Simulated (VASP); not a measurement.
# Cs2KScTe6 (Fm-3m) in VASP: a series of runs

The runs below take Cs2KScTe6 through single point, with PBE.

Everything below comes from runs of VASP 6.6.1. Logs are shortened: lines on timing, memory, paths and dates and some standing lists are left out, and cuts for length are marked.

## 1. The cell of the first run

Symmetry: Fm-3m, No. 225, cubic system. Conventional cell: a = 12.239 Å, b = 12.239 Å, c = 12.239 Å, α = 90.00°, β = 90.00°, γ = 90.00°. K (site symmetry m-3m) has 6 Te at 3.32 Å within 4.4 Å. Sc (site symmetry m-3m) has 6 Te at 2.80 Å within 3.7 Å. Te (site symmetry 4mm) has 1 Sc at 2.80 Å and 1 K at 3.32 Å within 3.7 Å. Cs (site symmetry -43m) has 12 Te at 4.34 Å and 4 K at 5.30 Å and 4 Sc at 5.30 Å within 5.7 Å.

## 2. Single point, PBE

Input file INCAR:

```
  ALGO = Normal
  EDIFF = 1E-7
  ENCUT = 520
  GGA = PE
  ISIF = 2
  ISMEAR = -1
  LASPH = T
  LCHARG = T
  LELF = T
  LREAL = F
  LVHAR = T
  LWAVE = F
  NBANDS = 48
  NELM = 80
  PREC = Accurate
  SIGMA = 0.1
```

Input file KPOINTS:

```
k-points
0
Gamma
  6 6 6
```

Input file POSCAR:

```
Cs2KScTe6
1.0
    0.0000000000      6.1196214756      6.1196214756
    6.1196214756      0.0000000000      6.1196214756
    6.1196214756      6.1196214756      0.0000000000
K Sc Te Cs
1 1 6 2
Direct
    0.5000000000      0.5000000000      0.5000000000
    0.0000000000      0.0000000000      0.0000000000
    0.7715706963      0.2284293037      0.2284293037
    0.2284293037      0.7715706963      0.2284293037
    0.2284293037      0.7715706963      0.7715706963
    0.7715706963      0.2284293037      0.7715706963
    0.2284293037      0.2284293037      0.7715706963
    0.7715706963      0.7715706963      0.2284293037
    0.2500000000      0.2500000000      0.2500000000
    0.7500000000      0.7500000000      0.7500000000
```

Potentials or basis: VASP PAW PBE potentials, release 64 (K_sv, Sc_sv, Te, Cs_sv).

Run with:

```console
> cat potpaw_PBE.64/K_sv/POTCAR potpaw_PBE.64/Sc_sv/POTCAR potpaw_PBE.64/Te/POTCAR potpaw_PBE.64/Cs_sv/POTCAR > POTCAR
> mpirun -np 1 vasp_std > vasp.out
```

OUTCAR:

```text
EDIFF = 1E-7
   ENCUT = 520
   GGA = PE
   ISIF = 2
   ISMEAR = -1
   LASPH = T
   LREAL = F
   NELM = 80
   PREC = Accurate

 ion  position               nearest neighbor table
   1  0.500  0.500  0.500-   3 3.32   4 3.32   5 3.32   6 3.32   7 3.32   8 3.32
   2  0.000  0.000  0.000-   3 2.80   4 2.80   5 2.80   6 2.80   7 2.80   8 2.80
   3  0.772  0.228  0.228-   2 2.80   1 3.32
   4  0.228  0.772  0.228-   2 2.80   1 3.32
   5  0.228  0.772  0.772-   2 2.80   1 3.32
   6  0.772  0.228  0.772-   2 2.80   1 3.32
   7  0.228  0.228  0.772-   2 2.80   1 3.32
   8  0.772  0.772  0.228-   2 2.80   1 3.32
   9  0.250  0.250  0.250-
  10  0.750  0.750  0.750-

  LATTYP: Found a face centered cubic cell.
 ALAT       =    12.2392429512

  Lattice vectors:

 A1 = (   0.0000000000,   6.1196214756,   6.1196214756)
 A2 = (   6.1196214756,   0.0000000000,   6.1196214756)
 A3 = (   6.1196214756,   6.1196214756,   0.0000000000)

Analysis of symmetry for initial positions (statically):
=====================================================================
 Subroutine PRICEL returns:
 Original cell was already a primitive cell.

 Routine SETGRP: Setting up the symmetry group for a
 face centered cubic supercell.

 Subroutine GETGRP returns: Found 48 space group operations
 (whereof 48 operations were pure point group operations)
 out of a pool of 48 trial point group operations.

The static configuration has the point symmetry O_h .

Analysis of symmetry for dynamics (positions and initial velocities):
=====================================================================
 Subroutine PRICEL returns:
 Original cell was already a primitive cell.

 Routine SETGRP: Setting up the symmetry group for a
 face centered cubic supercell.

 Subroutine GETGRP returns: Found 48 space group operations
 (whereof 48 operations were pure point group operations)
 out of a pool of 48 trial point group operations.

The dynamic configuration has the point symmetry O_h .

 Subroutine INISYM returns: Found 48 space group operations
 (whereof 48 operations are pure point group operations),
 and found     1 'primitive' translations

----------------------------------------------------------------------------------------

                                     Primitive cell

  volume of cell :     458.3568

  direct lattice vectors                    reciprocal lattice vectors
     0.000000000  6.119621476  6.119621476    -0.081704400  0.081704400  0.081704400
     6.119621476  0.000000000  6.119621476     0.081704400 -0.081704400  0.081704400
     6.119621476  6.119621476  0.000000000     0.081704400  0.081704400 -0.081704400

  length of vectors
     8.654451687  8.654451687  8.654451687     0.141516172  0.141516172  0.141516172

  position of ions in fractional coordinates (direct lattice)
     0.500000000  0.500000000  0.500000000
     0.000000000  0.000000000  0.000000000
     0.771570696  0.228429304  0.228429304
     0.228429304  0.771570696  0.228429304
     0.228429304  0.771570696  0.771570696
     0.771570696  0.228429304  0.771570696
     0.228429304  0.228429304  0.771570696
     0.771570696  0.771570696  0.228429304
     0.250000000  0.250000000  0.250000000
     0.750000000  0.750000000  0.750000000

  ion indices of the primitive-cell ions
   primitive index   ion index
                 1           1
                 2           2
                 3           3
                 4           4
                 5           5
                 6           6
                 7           7
                 8           8
                 9           9
                10          10

----------------------------------------------------------------------------------------

 KPOINTS: k-points

Automatic generation of k-mesh.
 Grid dimensions read from file:
 generate k-points for:    6    6    6

 Generating k-lattice:

  Cartesian coordinates                     Fractional coordinates (reciprocal lattice)
    -0.013617400  0.013617400  0.013617400     0.166666667  0.000000000  0.000000000
     0.013617400 -0.013617400  0.013617400     0.000000000  0.166666667  0.000000000
     0.013617400  0.013617400 -0.013617400     0.000000000  0.000000000  0.166666667

  Length of vectors
     0.023586029  0.023586029  0.023586029

  Shift w.r.t. Gamma in fractional coordinates (k-lattice)
     0.000000000  0.000000000  0.000000000

 Subroutine IBZKPT returns following result:
 ===========================================

 Found     16 irreducible k-points:

 Following reciprocal coordinates:
            Coordinates               Weight
  0.000000  0.000000  0.000000      1.000000
  0.166667  0.000000  0.000000      8.000000
  0.333333  0.000000  0.000000      8.000000
  0.500000  0.000000  0.000000      4.000000
  0.166667  0.166667  0.000000      6.000000
  0.333333  0.166667  0.000000     24.000000
[... 8 lines left out ...]
 -0.333333  0.333333  0.166667     24.000000
 -0.333333  0.500000  0.166667     12.000000
   k-points           NKPTS =     16   k-points in BZ     NKDIM =     16   number of bands    NBANDS=     48
   number of dos      NEDOS =    301   number of ions     NIONS =     10
   total plane-waves  NPLWV = 262144
   dimension x,y,z NGX =    64 NGY =   64 NGZ =   64
   dimension x,y,z NGXF=   128 NGYF=  128 NGZF=  128
   ions per type =               1   1   6   2
   NGX,Y,Z   is equivalent  to a cutoff of  12.29, 12.29, 12.29 a.u.
   NGXF,Y,Z  is equivalent  to a cutoff of  24.59, 24.59, 24.59 a.u.
 SYSTEM =  unknown system
   PREC   = accura    normal or accurate (medium, high low for compatibility)
   ISTART =      0    job   : 0-new  1-cont  2-samecut
   ICHARG =      2    charge: 1-file 2-atom 10-const
   ISPIN  =      1    spin polarized calculation?
   LNONCOLLINEAR =      F non collinear calculations
   LSORBIT =      F    spin-orbit coupling
   LASPH  =      T    aspherical Exc in radial PAW
   ENCUT  =  520.0 eV  38.22 Ry    6.18 a.u.  16.09 16.09 16.09*2*pi/ulx,y,z
   NELM   =     80;   NELMIN=  2; NELMDL= -5     # of ELM steps
   EDIFF  = 0.1E-06   stopping-criterion for ELM
   LREAL  =      F    real-space projection
   EDIFFG = 0.1E-05   stopping-criterion for IOM
   NSW    =      0    number of steps for IOM
   IBRION =     -1    ionic relax: 0-MD 1-quasi-New 2-CG
   NFREE  =      0    steps in history (QN), initial steepest desc. (CG)
   ISIF   =      2    stress and relaxation
   ISYM   =      2    0-nonsym 1-usesym 2-fastsym
   POTIM  = 0.5000    time-step for ionic-motion
   TEBEG  =    0.0;   TEEND  =   0.0 temperature during run
   PSTRESS=    0.0 pullay stress
   NELECT =      74.0000    total number of electrons
   NUPDOWN=      -1.0000    fix difference up-down
   EMIN   =  10.00;   EMAX   =-10.00  energy-range for DOS
   EFERMI =   0.00;   METHOD = LEGACY
   ISMEAR =    -1;   SIGMA  =   0.10  broadening in eV -4-tet -1-fermi 0-gaus
   EFERMI_NEDOS =   21; number of points for ismear=-14 and -15
   IALGO  =     38    algorithm
   IMIX   =      4    mixing-type and parameters
     AMIX     =   0.40;   BMIX     =  1.00
     AMIX_MAG =   1.60;   BMIX_MAG =  1.00
  volume/ion in A,a.u.               =      45.84       309.31
  Fermi-wavevector in a.u.,A,eV,Ry     =   0.891424  1.684547 10.811682  0.794636
  Thomas-Fermi vector in A             =   2.013242
   LORBIT       =      0    0 simple, 1 ext, 2 COOP (PROOUT), +10 PAW based schemes
   GGA     = PE    functional components
   LHFCALC =     F    Hartree Fock is set to
   AEXX    =    0.0000 exact exchange contribution
   IVDW    =     0    specifies the selected vdW correction
   LEPSILON=     F    determine dielectric tensor
   LRPA    =     F    only Hartree local field effects (RPA)
 non-spin polarized calculation
  energy-cutoff  :      520.00
  volume of cell :      458.36
 maximum number of plane-waves:     12371
   NGX = 33   NGY = 33   NGZ = 33

 number of electron      73.9999998 magnetization

 Free energy of the ion-electron system (eV)
  ---------------------------------------------------
  ext. energy  EPLUGINS =         0.00000000
  ---------------------------------------------------
  free energy    TOTEN  =       -32.99207261 eV

  energy without entropy =      -32.50138492  energy(sigma->0) =      -32.74672877

 E-fermi :   1.5529     XC(G=0):  -7.6135

 val. band max:        1.5342254938   @ k =   0.5000   0.1667   0.0000
 cond. band min:       1.5675323743   @ k =  -0.3333   0.3333   0.0000
 fundamental gap:      0.0333068805
 Fermi energy:         1.5528928595

 k-point     1 :       0.0000    0.0000    0.0000
  band No.  band energies     occupation
      1     -47.2215      2.00000
      2     -27.7752      2.00000
      3     -25.8918      2.00000
      4     -25.8917      2.00000
      5     -25.8917      2.00000
      6     -19.7633      2.00000
[... 40 lines left out ...]
     47       5.4029      0.00000
     48       5.9281      0.00000

 k-point     2 :       0.1667    0.0000    0.0000
  band No.  band energies     occupation
      1     -47.2215      2.00000
      2     -27.7752      2.00000
      3     -25.8917      2.00000
      4     -25.8917      2.00000
      5     -25.8917      2.00000
      6     -19.7632      2.00000
[... 40 lines left out ...]
     47       5.5660      0.00000
     48       5.8898      0.00000

 k-point     3 :       0.3333    0.0000    0.0000
  band No.  band energies     occupation
      1     -47.2215      2.00000
      2     -27.7752      2.00000
      3     -25.8918      2.00000
      4     -25.8918      2.00000
      5     -25.8918      2.00000
      6     -19.7629      2.00000
[... 652 lines left out ...]
     47       6.3949      0.00000
     48       6.6394      0.00000

 k-point    16 :      -0.3333    0.5000    0.1667
  band No.  band energies     occupation
      1     -47.2215      2.00000
      2     -27.7752      2.00000
      3     -25.8918      2.00000
      4     -25.8918      2.00000
      5     -25.8918      2.00000
      6     -19.7627      2.00000
[... 40 lines left out ...]
     47       6.6253      0.00000
     48       6.6329      0.00000

------------------------ aborting loop because EDIFF is reached ----------------------------------------

  FORCE on cell =-STRESS in cart. coord.  units (eV):
  Direction    XX          YY          ZZ          XY          YZ          ZX
  --------------------------------------------------------------------------------------
  -------------------------------------------------------------------------------------
  Total        0.0464097      0.0464097      0.0464097     -0.0000000     -0.0000000      0.0000000
  in kB        0.1622242      0.1622242      0.1622242     -0.0000000     -0.0000000      0.0000000
  external PRESSURE =       0.1622242 kB  Pullay stress =       0.0000000 kB

 VOLUME and BASIS-vectors are now :
 -----------------------------------------------------------------------------
  energy-cutoff  :      520.00
  volume of cell :      458.36
      direct lattice vectors                 reciprocal lattice vectors
     0.000000000  6.119621476  6.119621476    -0.081704400  0.081704400  0.081704400
     6.119621476  0.000000000  6.119621476     0.081704400 -0.081704400  0.081704400
     6.119621476  6.119621476  0.000000000     0.081704400  0.081704400 -0.081704400

 POSITION                                       TOTAL-FORCE (eV/Angst)
 -----------------------------------------------------------------------------------
      6.11962      6.11962      6.11962         0.000000     -0.000000      0.000000
      0.00000      0.00000      0.00000         0.000000     -0.000000      0.000000
      2.79580      6.11962      6.11962         0.003958     -0.000000      0.000000
      6.11962      2.79580      6.11962         0.000000      0.003958      0.000000
      9.44344      6.11962      6.11962        -0.003958     -0.000000      0.000000
      6.11962      9.44344      6.11962         0.000000     -0.003958      0.000000
      6.11962      6.11962      2.79580         0.000000     -0.000000      0.003958
      6.11962      6.11962      9.44344         0.000000     -0.000000     -0.003958
      3.05981      3.05981      3.05981         0.000000     -0.000000      0.000000
      9.17943      9.17943      9.17943        -0.000000     -0.000000     -0.000000
 -----------------------------------------------------------------------------------
    total drift:                               -0.000000      0.000000     -0.000000

  FREE ENERGIE OF THE ION-ELECTRON SYSTEM (eV)
  ---------------------------------------------------
  free  energy   TOTEN  =       -32.9920726150 eV

  energy  without entropy=      -32.5013849198  energy(sigma->0) =      -32.74672877
```

It took 7.8 min on 1 thread of AMD EPYC 7R13 (Zen 3), shared host; peak memory 0.78 GiB.

Results:

| Item | Value |
| --- | --- |
| Free energy | -32.9921 eV |
| Pressure | 0.0 GPa |
| Largest force | 0.004 eV/Å |
| Band gap on the k mesh | zero (bands 37 and 38 overlap by 0.40 eV) |

Forces in eV/Å, atoms in the order of the input:
```
K    0.000  0.000  0.000
Sc   0.000  0.000  0.000
Te   0.004  0.000  0.000
Te   0.000  0.004  0.000
Te  -0.004  0.000  0.000
Te   0.000 -0.004  0.000
Te   0.000  0.000  0.004
Te   0.000  0.000 -0.004
Cs   0.000  0.000  0.000
Cs   0.000  0.000  0.000
```

Levels at points of the mesh, in eV from the Fermi level:
```
           k point  band 32  band 33  band 34  band 35  band 36  band 37  band 38  band 39  band 40  band 41
(0.00, 0.00, 0.00)    -0.43    -0.43    -0.43     0.28     0.28     0.28     0.51     0.51     0.51     2.45
(0.50, 0.00, 0.00)    -0.92    -0.92    -0.92    -0.22     0.08     0.08     0.08     0.08     0.21     2.58
(0.50, 0.50, 0.00)    -0.77    -0.75    -0.75    -0.74    -0.37    -0.37     0.02     0.02     0.47     2.40
```

Caveat: spin-orbit coupling is left out, which moves the levels of the heavy elements.

## 3. Single point, PBE

This run uses another cell than the first one, of 32.59 Å³/atom.

Input file INCAR:

```
ALGO = Normal ; EDIFF = 1E-7
ENCUT = 520 ; GGA = PE
ISIF = 2 ; ISMEAR = -1
LASPH = True ; LCHARG = False
LREAL = False ; LWAVE = False
NBANDS = 48 ; NELM = 80
PREC = Accurate ; SIGMA = 0.1
```

KPOINTS is that of step 2.

Input file POSCAR:

```
Cs2KScTe6
1.0
    0.0000000000      5.4622550000      5.4622550000
    5.4622550000      0.0000000000      5.4622550000
    5.4622550000      5.4622550000      0.0000000000
K Sc Te Cs
1 1 6 2
Direct
    0.5000000000      0.5000000000      0.5000000000
    0.0000000000      0.0000000000      0.0000000000
    0.7850000000      0.2150000000      0.2150000000
    0.2150000000      0.7850000000      0.2150000000
    0.2150000000      0.7850000000      0.7850000000
    0.7850000000      0.2150000000      0.7850000000
    0.2150000000      0.2150000000      0.7850000000
    0.7850000000      0.7850000000      0.2150000000
    0.2500000000      0.2500000000      0.2500000000
    0.7500000000      0.7500000000      0.7500000000
```

Potentials or basis: VASP PAW PBE potentials, release 64 (K_sv, Sc_sv, Te, Cs_sv).

Run with:

```console
> cat potpaw_PBE.64/K_sv/POTCAR potpaw_PBE.64/Sc_sv/POTCAR potpaw_PBE.64/Te/POTCAR potpaw_PBE.64/Cs_sv/POTCAR > POTCAR
> mpirun -np 1 vasp_std > vasp.out
```

It took 12 min on 1 thread of Intel Xeon 8259CL, shared host; peak memory 0.64 GiB.

The run converged. Its results:

```
Free energy            : -25.6328 eV
Pressure               : 17.7 GPa
Largest force          : 5.892 eV/Å
Band gap on the k mesh : zero (bands 37 and 38 overlap by 0.91 eV)
```

Forces in eV/Å, atoms in the order of the input:
```
K    0.000  0.000  0.000
Sc   0.000  0.000  0.000
Te   5.892  0.000  0.000
Te   0.000  5.892  0.000
Te  -5.892  0.000  0.000
Te   0.000 -5.892  0.000
Te   0.000  0.000  5.892
Te   0.000  0.000 -5.892
Cs   0.000  0.000  0.000
Cs   0.000  0.000  0.000
```

Levels at points of the mesh, in eV from the Fermi level:
| k point | band 33 | band 34 | band 35 | band 36 | band 37 | band 38 | band 39 | band 40 | band 41 | band 42 |
| --- | --- | --- | --- | --- | --- | --- | --- | --- | --- | --- |
| (0.00, 0.00, 0.00) | -1.16 | -1.16 | 0.64 | 0.64 | 0.64 | 0.78 | 0.78 | 0.78 | 1.79 | 1.79 |
| (0.50, 0.00, 0.00) | -1.86 | -1.27 | -0.91 | 0.04 | 0.04 | 0.20 | 0.20 | 0.30 | 2.12 | 2.28 |
| (0.50, 0.50, 0.00) | -1.48 | -1.48 | -1.01 | -0.66 | -0.66 | 0.14 | 0.14 | 0.67 | 1.51 | 2.97 |

Caveat: the cell stands under pressure; spin-orbit coupling is left out, which moves the levels of the heavy elements; forces of over 1 eV/Å act on the atoms, so gaps and moduli don't describe the material at rest.
